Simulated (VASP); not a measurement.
Wanted: the native input for a VASP 6.6.1 run.

* Task: single point
* Functional: PBEsol
* Potentials or basis: VASP PAW PBE potentials, release 64 (Cd, Te)
* Cutoff: 520 eV
* k mesh: 12 × 12 × 12
* Occupations: fermi-dirac, width 0.05 eV
* Spin: no spin polarisation
* Dipole correction: no
* Further INCAR settings: ALGO = Normal; EDIFF = 1e-06; NBANDS = 16

The structure of CdTe (zincblende type) lies in POSCAR:

```
CdTe
1.0
    0.0000000000      3.2450830027      3.2450830027
    3.2450830027      0.0000000000      3.2450830027
    3.2450830027      3.2450830027      0.0000000000
Cd Te
1 1
Direct
    0.0000000000      0.0000000000      0.0000000000
    0.2500000000      0.2500000000      0.2500000000
```

The input as run:

INCAR

```
ALGO = Normal
EDIFF = 1E-6
ENCUT = 520
GGA = PS
ISIF = 2
ISMEAR = -1
LASPH = True
LCHARG = False
LREAL = False
LWAVE = False
NBANDS = 16
NELM = 80
PREC = Accurate
SIGMA = 0.05
```

KPOINTS

```
k-points
0
Gamma
  12 12 12
```

Potentials or basis: VASP PAW PBE potentials, release 64 (Cd, Te).

Command:

```console
$ cat potpaw_PBE.64/Cd/POTCAR potpaw_PBE.64/Te/POTCAR > POTCAR
$ mpirun -np 1 vasp_std > vasp.out
```

Results of the run:

- Pressure: 0.1 GPa
- Band gap on the k mesh: 0.65 eV, direct

Caveat: the PAW data sets were made with another functional, which shifts forces and pressure a little; spin-orbit coupling is left out, which moves the levels of the heavy elements.

Run time: 62 s on 1 thread of Intel(R) Xeon(R) Platinum 8259CL CPU @ 2.50GHz (Skylake/Cascade Lake), on a shared host, peak memory 0.25 GiB.
